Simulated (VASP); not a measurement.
# Ca3H2 (P-3m1) in VASP: notebook

The runs below take Ca3H2 through relaxation of cell and atoms, single point, with PBE.

Program: VASP 6.6.1. These are calculated values, not measurements. Logs are shortened: lines on timing, memory, paths and dates and some standing lists are left out, and cuts for length are marked.

**1. The cell of the first run**

It takes space group P-3m1 (No. 164, trigonal). The conventional cell has a = 4.463 Å, b = 4.463 Å, c = 5.388 Å, α = 90.00°, β = 90.00°, γ = 120.00°. Within 3.5 Å of Ca (site symmetry -3m) lie 6 H at 2.68 Å and 6 Ca at 3.27 Å. Within 3.5 Å of Ca (site symmetry 3m) lie 5 H at 2.62 to 2.88 Å and 6 Ca at 2.91 to 3.27 Å. H (site symmetry 3m) has 8 Ca at 2.62 to 2.88 Å and 3 H at 2.97 Å within 3.5 Å.

**2. Relaxation of cell and atoms, PBE**

Input file INCAR:

```
ALGO     = Normal         # electronic algorithm
EDIFF    = 1E-6           # SCF threshold, eV
EDIFFG   = -0.04          # ionic threshold
ENCUT    = 600            # plane-wave cutoff, eV
GGA      = PE             # functional
IBRION   = 2              # ionic algorithm
ISIF     = 3              # what is computed and relaxed
ISMEAR   = 0              # smearing method
LASPH    = True           # aspherical terms in the spheres
LCHARG   = False          # write CHGCAR
LREAL    = False          # projectors in reciprocal space
LWAVE    = False          # write WAVECAR
NELM     = 100            # most SCF steps
NSW      = 90             # ionic steps
PREC     = Accurate       # precision mode
SIGMA    = 0.1            # smearing width, eV
```

Input file KPOINTS:

```
k-points
0
Gamma
  6 6 4
```

Input file POSCAR:

```
Ca3H2
1.0
    4.4626922313      0.0000000000      0.0000000000
   -2.2313461157      3.8648048416      0.0000000000
    0.0000000000      0.0000000000      5.3882893193
Ca H
3 2
Direct
    0.0000000000      0.0000000000      0.0000000000
    0.3333333333      0.6666666667      0.6250000000
    0.6666666667      0.3333333333      0.3750000000
    0.3333333333      0.6666666667      0.1380000000
    0.6666666667      0.3333333333      0.8620000000
```

Potentials or basis: VASP PAW PBE potentials, release 64 (Ca_sv, H).

Started as:

```sh
> cat potpaw_PBE.64/Ca_sv/POTCAR potpaw_PBE.64/H/POTCAR > POTCAR
> mpirun -np 1 vasp_std > vasp.out
```

OUTCAR:

```text
EDIFF = 1E-6
   EDIFFG = -0.04
   ENCUT = 600
   GGA = PE
   IBRION = 2
   ISIF = 3
   ISMEAR = 0
   LASPH = True
   LREAL = False
   NELM = 100
   NSW = 90
   PREC = Accurate

 ion  position               nearest neighbor table
   1  0.000  0.000  0.000-
   2  0.333  0.667  0.625-   3 2.91   3 2.91   3 2.91
   3  0.667  0.333  0.375-   2 2.91   2 2.91   2 2.91
   4  0.333  0.667  0.138-
   5  0.667  0.333  0.862-

  LATTYP: Found a hexagonal cell.
 ALAT       =     4.4626922313
 C/A-ratio  =     1.2074077799

  Lattice vectors:

 A1 = (   4.4626922313,   0.0000000000,   0.0000000000)
 A2 = (  -2.2313461157,   3.8648048416,   0.0000000000)
 A3 = (   0.0000000000,   0.0000000000,   5.3882893193)

Analysis of symmetry for initial positions (statically):
=====================================================================
 Subroutine PRICEL returns:
 Original cell was already a primitive cell.

 Routine SETGRP: Setting up the symmetry group for a
 hexagonal supercell.

 Subroutine GETGRP returns: Found 12 space group operations
 (whereof 12 operations were pure point group operations)
 out of a pool of 24 trial point group operations.

The static configuration has the point symmetry D_3d.

Analysis of symmetry for dynamics (positions and initial velocities):
=====================================================================
 Subroutine PRICEL returns:
 Original cell was already a primitive cell.

 Routine SETGRP: Setting up the symmetry group for a
 hexagonal supercell.

 Subroutine GETGRP returns: Found 12 space group operations
 (whereof 12 operations were pure point group operations)
 out of a pool of 24 trial point group operations.

The dynamic configuration has the point symmetry D_3d.

 Subroutine INISYM returns: Found 12 space group operations
 (whereof 12 operations are pure point group operations),
 and found     1 'primitive' translations

----------------------------------------------------------------------------------------

                                     Primitive cell

  volume of cell :      92.9342

  direct lattice vectors                    reciprocal lattice vectors
     4.462692231  0.000000000  0.000000000     0.224079983  0.129372639  0.000000000
    -2.231346116  3.864804842  0.000000000     0.000000000  0.258745277  0.000000000
     0.000000000  0.000000000  5.388289319     0.000000000  0.000000000  0.185587659

  length of vectors
     4.462692231  4.462692231  5.388289319     0.258745277  0.258745277  0.185587659

  position of ions in fractional coordinates (direct lattice)
     0.000000000  0.000000000  0.000000000
     0.333333333  0.666666667  0.625000000
     0.666666667  0.333333333  0.375000000
     0.333333333  0.666666667  0.138000000
     0.666666667  0.333333333  0.862000000

  ion indices of the primitive-cell ions
   primitive index   ion index
                 1           1
                 2           2
                 3           3
                 4           4
                 5           5

----------------------------------------------------------------------------------------

 KPOINTS: k-points

Automatic generation of k-mesh.
 Grid dimensions read from file:
 generate k-points for:    6    6    4

 Generating k-lattice:

  Cartesian coordinates                     Fractional coordinates (reciprocal lattice)
     0.037346664  0.021562106  0.000000000     0.166666667  0.000000000  0.000000000
     0.000000000  0.043124213  0.000000000     0.000000000  0.166666667  0.000000000
     0.000000000  0.000000000  0.046396915     0.000000000  0.000000000  0.250000000

  Length of vectors
     0.043124213  0.043124213  0.046396915

  Shift w.r.t. Gamma in fractional coordinates (k-lattice)
     0.000000000  0.000000000  0.000000000

 Subroutine IBZKPT returns following result:
 ===========================================

 Found     24 irreducible k-points:

 Following reciprocal coordinates:
            Coordinates               Weight
  0.000000  0.000000  0.000000      1.000000
  0.166667 -0.000000  0.000000      6.000000
  0.333333  0.000000  0.000000      6.000000
  0.500000  0.000000  0.000000      3.000000
  0.166667  0.166667  0.000000      6.000000
  0.333333  0.166667  0.000000     12.000000
[... 16 lines left out ...]
  0.333333  0.166667  0.500000     12.000000
  0.333333  0.333333  0.500000      2.000000
   k-points           NKPTS =     24   k-points in BZ     NKDIM =     24   number of bands    NBANDS=     20
   number of dos      NEDOS =    301   number of ions     NIONS =      5
   total plane-waves  NPLWV =  62208
   dimension x,y,z NGX =    36 NGY =   36 NGZ =   48
   dimension x,y,z NGXF=    72 NGYF=   72 NGZF=   96
   ions per type =               3   2
   NGX,Y,Z   is equivalent  to a cutoff of  13.41, 13.41, 14.81 a.u.
   NGXF,Y,Z  is equivalent  to a cutoff of  26.82, 26.82, 29.62 a.u.
 SYSTEM =  unknown system
   PREC   = accura    normal or accurate (medium, high low for compatibility)
   ISTART =      0    job   : 0-new  1-cont  2-samecut
   ICHARG =      2    charge: 1-file 2-atom 10-const
   ISPIN  =      1    spin polarized calculation?
   LNONCOLLINEAR =      F non collinear calculations
   LSORBIT =      F    spin-orbit coupling
   LASPH  =      T    aspherical Exc in radial PAW
   ENCUT  =  600.0 eV  44.10 Ry    6.64 a.u.   8.91  8.91 10.76*2*pi/ulx,y,z
   NELM   =    100;   NELMIN=  2; NELMDL= -5     # of ELM steps
   EDIFF  = 0.1E-05   stopping-criterion for ELM
   LREAL  =      F    real-space projection
   EDIFFG = -.4E-01   stopping-criterion for IOM
   NSW    =     90    number of steps for IOM
   IBRION =      2    ionic relax: 0-MD 1-quasi-New 2-CG
   NFREE  =      1    steps in history (QN), initial steepest desc. (CG)
   ISIF   =      3    stress and relaxation
   ISYM   =      2    0-nonsym 1-usesym 2-fastsym
   POTIM  = 0.5000    time-step for ionic-motion
   TEBEG  =    0.0;   TEEND  =   0.0 temperature during run
   PSTRESS=    0.0 pullay stress
   NELECT =      32.0000    total number of electrons
   NUPDOWN=      -1.0000    fix difference up-down
   EMIN   =  10.00;   EMAX   =-10.00  energy-range for DOS
   EFERMI =   0.00;   METHOD = LEGACY
   ISMEAR =     0;   SIGMA  =   0.10  broadening in eV -4-tet -1-fermi 0-gaus
   EFERMI_NEDOS =   21; number of points for ismear=-14 and -15
   IALGO  =     38    algorithm
   IMIX   =      4    mixing-type and parameters
     AMIX     =   0.40;   BMIX     =  1.00
     AMIX_MAG =   1.60;   BMIX_MAG =  1.00
  volume/ion in A,a.u.               =      18.59       125.43
  Fermi-wavevector in a.u.,A,eV,Ry     =   1.147448  2.168362 17.913933  1.316637
  Thomas-Fermi vector in A             =   2.284128
   LORBIT       =      0    0 simple, 1 ext, 2 COOP (PROOUT), +10 PAW based schemes
   GGA     = PE    functional components
   LHFCALC =     F    Hartree Fock is set to
   AEXX    =    0.0000 exact exchange contribution
   IVDW    =     0    specifies the selected vdW correction
   LEPSILON=     F    determine dielectric tensor
   LRPA    =     F    only Hartree local field effects (RPA)
 conjugate gradient relaxation of ions
 non-spin polarized calculation
 Gauss-broadening in eV      SIGMA  =   0.10
  energy-cutoff  :      600.00
  volume of cell :       92.93
 maximum number of plane-waves:      3141
   NGX = 17   NGY = 17   NGZ = 21

--------------------------------------- Ionic step        1  -------------------------------------------

 number of electron      31.9999991 magnetization

 Free energy of the ion-electron system (eV)
  ---------------------------------------------------
  ext. energy  EPLUGINS =         0.00000000
  ---------------------------------------------------
  free energy    TOTEN  =       -11.02783046 eV

  energy without entropy =      -11.00634111  energy(sigma->0) =      -11.01708578

 E-fermi :   4.0731     XC(G=0):  -9.0916

 val. band max:        4.0684903419   @ k =   0.3333   0.3333   0.2500
 cond. band min:       4.0739586244   @ k =   0.5000   0.0000   0.0000
 fundamental gap:      0.0054682825
 Fermi energy:         4.0730950651

 k-point     1 :       0.0000    0.0000    0.0000
  band No.  band energies     occupation
      1     -38.0722      2.00000
      2     -37.8358      2.00000
      3     -37.8300      2.00000
      4     -19.2664      2.00000
      5     -19.2664      2.00000
      6     -19.1278      2.00000
[... 12 lines left out ...]
     19       4.4950      0.00000
[... 638 lines left out ...]
  FREE ENERGIE OF THE ION-ELECTRON SYSTEM (eV)
  ---------------------------------------------------
  free  energy   TOTEN  =       -11.5050286342 eV

  energy  without entropy=      -11.4869119932  energy(sigma->0) =      -11.49597031

[... ionic steps 4 to 21 ...]

--------------------------------------- Ionic step       22  -------------------------------------------

 number of electron      31.9999991 magnetization

------------------------ aborting loop because EDIFF is reached ----------------------------------------

  FORCE on cell =-STRESS in cart. coord.  units (eV):
  Direction    XX          YY          ZZ          XY          YZ          ZX
  --------------------------------------------------------------------------------------
  -------------------------------------------------------------------------------------
  Total        0.0295854      0.0295854      0.0084433     -0.0000000     -0.0000000      0.0000000
  in kB        0.3938021      0.3938021      0.1123857     -0.0000000     -0.0000000      0.0000000
  external PRESSURE =       0.2999966 kB  Pullay stress =       0.0000000 kB
[... 63 lines left out ...]
  energy  without entropy=      -11.9946262517  energy(sigma->0) =      -12.00629621

--------------------------------------- Ionic step       24  -------------------------------------------

 number of electron      31.9999993 magnetization

 Free energy of the ion-electron system (eV)
  ---------------------------------------------------
  ext. energy  EPLUGINS =         0.00000000
  ---------------------------------------------------
  free energy    TOTEN  =       -12.02061098 eV

  energy without entropy =      -11.99652638  energy(sigma->0) =      -12.00856868

 E-fermi :   2.5791     XC(G=0):  -8.1403

 val. band max:        2.5687404950   @ k =   0.3333   0.1667   0.5000
 cond. band min:       2.5818034012   @ k =   0.0000   0.0000   0.2500
 fundamental gap:      0.0130629062
 Fermi energy:         2.5790851791

 k-point     1 :       0.0000    0.0000    0.0000
  band No.  band energies     occupation
      1     -39.8105      2.00000
      2     -39.2645      2.00000
      3     -39.2370      2.00000
      4     -20.8656      2.00000
      5     -20.8656      2.00000
      6     -20.6988      2.00000
[... 12 lines left out ...]
     19       3.0340      0.00000
[... 560 lines left out ...]
  FREE ENERGIE OF THE ION-ELECTRON SYSTEM (eV)
  ---------------------------------------------------
  free  energy   TOTEN  =       -12.0206109826 eV

  energy  without entropy=      -11.9965263770  energy(sigma->0) =      -12.00856868

 reached required accuracy - stopping structural energy minimisation
```

Run time: 7.4 min. Hardware: 1 thread of Intel Xeon 6975P-C (Granite Rapids), shared host; peak memory 0.26 GiB.

Results:

```
Free energy                           : -12.0206 eV
Relaxed volume                        : 24.03 Å³/atom
Relaxed cell                          : a = 5.592 Å, b = 5.592 Å, c = 4.438 Å, α = 90.00°, β = 90.00°, γ = 120.00°
Space group after relaxing (to 0.1 Å) : P-3m1 (No. 164)
Energy gained by relaxing             : 198.6 meV/atom
Ionic steps                           : 24
Pressure after relaxing               : 0.1 GPa
Largest force after relaxing          : 0.039 eV/Å
Band gap on the k mesh                : zero (bands 16 and 17 overlap by 1.09 eV)
```

Forces in eV/Å, atoms in the order of the input:
```
Ca   0.000  0.000  0.000
Ca   0.000  0.000 -0.008
Ca   0.000  0.000  0.008
H    0.000  0.000 -0.039
H    0.000  0.000  0.039
```

Step by step:
| step | energy change (eV) | largest force (eV/Å) | pressure (GPa) | volume (Å³) |
| --- | --- | --- | --- | --- |
| 1 | 0.0000 | 0.7389 | 5.32 | 92.93 |
| 2 | -0.2925 | 0.6009 | 2.65 | 101.47 |
| 3 | -0.4772 | 0.3832 | -0.56 | 116.29 |
| 4 | -0.4784 | 0.3679 | -0.76 | 117.48 |
| 5 | -0.5326 | 0.2912 | -0.66 | 116.41 |
| 6 | -0.6871 | 0.0337 | -0.16 | 112.93 |
| 7 | -0.5316 | 1.5819 | 3.62 | 104.74 |
| 8 | -0.7412 | 0.1187 | 0.27 | 111.21 |
| 9 | -0.7455 | 0.6929 | 1.62 | 107.78 |
| 10 | -0.7654 | 0.3206 | 0.76 | 109.73 |
| 11 | -0.8170 | 0.4541 | 0.83 | 110.62 |
| 12 | -0.8647 | 0.8357 | 1.63 | 112.33 |
| 13 | -0.8712 | 0.7366 | 1.33 | 112.01 |
| 14 | -0.9261 | 0.5773 | 1.00 | 114.39 |
| 15 | -0.9552 | 0.1696 | 0.71 | 121.35 |
| 16 | -0.9697 | 0.2314 | 0.68 | 118.79 |
| 17 | -0.9697 | 0.2115 | 0.68 | 119.00 |
| 18 | -0.9813 | 0.1680 | 0.31 | 119.94 |
| 19 | -0.9860 | 0.1172 | -0.13 | 121.17 |
| 20 | -0.9860 | 0.1216 | -0.10 | 121.06 |
| 21 | -0.9874 | 0.0859 | -0.06 | 120.86 |
| 22 | -0.9889 | 0.0962 | 0.03 | 120.37 |
| 23 | -0.9901 | 0.0822 | 0.05 | 120.32 |
| 24 | -0.9928 | 0.0394 | 0.12 | 120.16 |

Final structure:
```cif
data_structure
_symmetry_space_group_name_H-M 'P 1'
_symmetry_Int_Tables_number 1
_cell_length_a 5.5916
_cell_length_b 5.5916
_cell_length_c 4.4378
_cell_angle_alpha 90.000
_cell_angle_beta 90.000
_cell_angle_gamma 120.000
_cell_volume 120.16
loop_
_atom_site_label
_atom_site_type_symbol
_atom_site_fract_x
_atom_site_fract_y
_atom_site_fract_z
_atom_site_occupancy
Ca1 Ca 0.00000 0.00000 0.00000 1
Ca2 Ca 0.33333 0.66667 0.65837 1
Ca3 Ca 0.66667 0.33333 0.34163 1
H1 H 0.33333 0.66667 0.15729 1
H2 H 0.66667 0.33333 0.84271 1
```

Levels at points of the mesh, in eV from the Fermi level:
```csv
k point,band 14,band 15,band 16,band 17,band 18,band 19
"(0.00, 0.00, 0.00)",-3.94,-1.24,0.31,0.31,0.45,0.45
"(0.50, 0.00, 0.00)",-4.65,-2.02,0.17,0.47,0.59,1.24
"(0.00, 0.00, 0.50)",-3.70,-0.64,-0.22,-0.22,0.63,0.63
"(0.50, 0.00, 0.50)",-3.75,-1.43,-0.92,0.38,0.45,0.49
```

Caveat: the volume moved by over 15 % at a fixed basis, so the end points are rough.

**3. Single point, PBE**

This run uses another cell than the first one, of 27.08 Å³/atom.

Input file INCAR:

```
SYSTEM = Ca3H2
PREC = Accurate ; ENCUT = 520
EDIFF = 1E-6 ; ISMEAR = 0
SIGMA = 0.1 ; LREAL = .FALSE.
LASPH = .TRUE. ; NELM = 80
ALGO = Normal ; ISIF = 2
LWAVE = .FALSE. ; LCHARG = .FALSE.
GGA = PE ; NBANDS = 24
```

Input file KPOINTS:

```
regular mesh
0
G
  12 12 8
  0 0 0
```

Input file POSCAR:

```
Ca3H2
1.0
    6.0334469609      0.0000000000      0.0000000000
   -3.0167234805      5.2251183406      0.0000000000
    0.0000000000      0.0000000000      4.2952883745
Ca H
3 2
Direct
    0.0000000000      0.0000000000      0.0000000000
    0.3333333333      0.6666666667      0.5912126484
    0.6666666667      0.3333333333      0.4087873516
    0.3333333333      0.6666666667      0.0894755583
    0.6666666667      0.3333333333      0.9105244417
```

Potentials or basis: VASP PAW PBE potentials, release 64 (Ca_sv, H).

Started as:

```sh
> cat potpaw_PBE.64/Ca_sv/POTCAR potpaw_PBE.64/H/POTCAR > POTCAR
> mpirun -np 1 vasp_std > vasp.out
```

Run time: 3.5 min. Hardware: 1 thread of Intel Xeon 6975P-C (Granite Rapids), shared host; peak memory 0.5 GiB.

It converged, with:

```yaml
Free_energy: -12.0442 eV
Pressure: 0.0 GPa
Band_gap_on_the_k_mesh: zero (bands 16 and 17 overlap by 0.88 eV)
```

Stress tensor (GPa, compression positive):
```
0.01 0.00 0.00
0.00 0.01 0.00
0.00 0.00 0.10
```

Levels at points of the mesh, in eV from the Fermi level:
```tsv
k point	band 13	band 14	band 15	band 16	band 17	band 18	band 19	band 20
(0.00, 0.00, 0.00)	-5.42	-3.60	-1.58	0.35	0.35	0.41	0.41	1.91
(0.50, 0.00, 0.00)	-4.69	-4.28	-1.96	-0.18	0.22	0.57	1.50	1.53
(0.00, 0.00, 0.50)	-3.99	-2.78	-1.29	0.14	0.14	0.55	0.55	1.28
(0.50, 0.00, 0.50)	-3.40	-3.10	-1.06	-0.59	0.18	0.43	0.56	1.00
```

**4. Relaxation of cell and atoms, PBE**

This run uses another cell than the first one, of 27.08 Å³/atom.

Input file INCAR:

```
PREC = Accurate
ENCUT = 600
EDIFF = 1E-6
ISMEAR = 0
SIGMA = 0.1
LREAL = F
LASPH = T
NELM = 60
ALGO = Normal
ISIF = 3
LWAVE = F
LCHARG = F
GGA = PE
IBRION = 2
NSW = 100
EDIFFG = -0.01
```

Input file KPOINTS:

```
regular mesh
0
Gamma
  6 6 10
```

POSCAR is that of step 3.

Started as:

```sh
> cat potpaw_PBE.64/Ca_sv/POTCAR potpaw_PBE.64/H/POTCAR > POTCAR
> mpirun -np 1 vasp_std > vasp.out
```

Run time: 2.1 min. Hardware: 1 thread of Intel Xeon 6975P-C (Granite Rapids), shared host; peak memory 0.37 GiB.

It converged, with:

| Property | Result |
| --- | --- |
| Free energy | -12.0478 eV |
| Relaxed volume | 27.12 Å³/atom |
| Relaxed cell | a = 6.034 Å, b = 6.034 Å, c = 4.300 Å, α = 90.00°, β = 90.00°, γ = 120.00° |
| Space group after relaxing (to 0.1 Å) | P-3m1 (No. 164) |
| Energy gained by relaxing | 0.0 meV/atom |
| Ionic steps | 2 |
| Pressure after relaxing | 0.0 GPa |
| Band gap on the k mesh | zero (bands 16 and 17 overlap by 0.88 eV) |

Final structure:
```xyz
5
Lattice="6.0341 0.0000 0.0000 -3.0170 5.2257 0.0000 0.0000 0.0000 4.3002" Properties=species:S:1:pos:R:3 pbc="T T T"
Ca    6.0341    0.0000    0.0000
Ca    0.0000    3.4838    2.5424
Ca    3.0170    1.7419    1.7578
H     0.0000    3.4838    0.3849
H     3.0170    1.7419    3.9154
```

Levels at points of the mesh, in eV from the Fermi level:
```tsv
k point	band 12	band 13	band 14	band 15	band 16	band 17	band 18	band 19	band 20
(0.00, 0.00, 0.00)	-22.53	-5.42	-3.59	-1.58	0.34	0.34	0.40	0.40	1.91
(0.50, 0.00, 0.00)	-22.53	-4.69	-4.28	-1.97	-0.18	0.22	0.57	1.49	1.53
(0.00, 0.00, 0.50)	-22.58	-4.00	-2.78	-1.30	0.13	0.13	0.55	0.55	1.28
(0.50, 0.00, 0.50)	-22.58	-3.41	-3.11	-1.07	-0.60	0.17	0.43	0.55	0.99
```

**5. The runs side by side**

```csv
task,cell,k mesh,cutoff (eV),gap on the mesh (eV),pressure (GPa),relaxed volume (Å³/atom)
relaxation of cell and atoms,"relaxed from a = 4.463, b = 4.463, c = 5.388 Å, angles 90.0, 90.0, 120.0°, 5 atoms, atomic positions A",6 × 6 × 4,600,none,0.1,24.03
single point,"a = 6.033, b = 6.033, c = 4.295 Å, angles 90.0, 90.0, 120.0°, 5 atoms, atomic positions B",12 × 12 × 8,520,none,0.0,-
relaxation of cell and atoms,"relaxed from a = 6.033, b = 6.033, c = 4.295 Å, angles 90.0, 90.0, 120.0°, 5 atoms, atomic positions B",6 × 6 × 10,600,none,0.0,27.12
```

Alike in all rows: level PBE; potentials or basis VASP PAW PBE potentials, release 64 (Ca_sv, H); no spin polarisation; smearing gaussian 0.1 eV.

Caveats: the volume moved by over 15 % at a fixed basis, so the end points are rough (at least some runs).

Total energies depend on the potentials used, so only differences within one code and one set of settings carry meaning.
